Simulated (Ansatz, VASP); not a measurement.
# Sb2As2C in VASP and in Ansatz

```
Sb As C
1.0
     5.05568    0.00000    0.00000
    -2.52784    4.37834    0.00000
     0.00000    0.00000   12.72678
Sb As C
4 4 2
Direct
  0.33333 0.66667 0.59751
  0.66667 0.33333 0.09751
  0.66667 0.33333 0.40249
  0.33333 0.66667 0.90249
  0.00000 0.00000 0.87560
  0.00000 0.00000 0.37560
  0.00000 0.00000 0.12440
  0.00000 0.00000 0.62440
  0.00000 0.00000 0.25000
  0.00000 0.00000 0.75000
```

Alike in both runs: task single point; functional PBE; k mesh 6 × 6 × 2; occupations gaussian, width 0.1 eV; no spin polarisation.

|  | VASP | Ansatz |
| --- | --- | --- |
| version | VASP 6.6.1 | Ansatz 0.2.0 |
| potentials or method | VASP PAW PBE potentials, release 64 (Sb, As, C), cutoff 520 eV | scalar-relativistic, plane waves, PAW |
| valence electrons in the cell | 48 | 128 |

Ansatz gave:

```
gap on the k mesh at the Fermi level (eV)                     : none
pressure (GPa)                                                : 8.8
traceless stress, the component that is largest in VASP (GPa) : 19.22
rms of the force components (eV/Å)                            : 2.757
```

Problem. What did VASP give for the same quantities?

Solution. gap on the k mesh at the Fermi level (eV): none; pressure (GPa): 9.3; traceless stress, the component that is largest in VASP (GPa): 20.33; rms of the force components (eV/Å): 2.923.

Atom by atom the forces differ by 0.166 eV/Å (rms over components). A gap of «none» marks a metal or a gap that the smearing closes. The functional is the same, so the differences come from potentials, cutoffs and numerics. VASP's potentials hold 48 valence electrons a cell and Ansatz's 128, so a difference there can come from the potentials and not from the codes.

Spin-orbit coupling is off throughout.
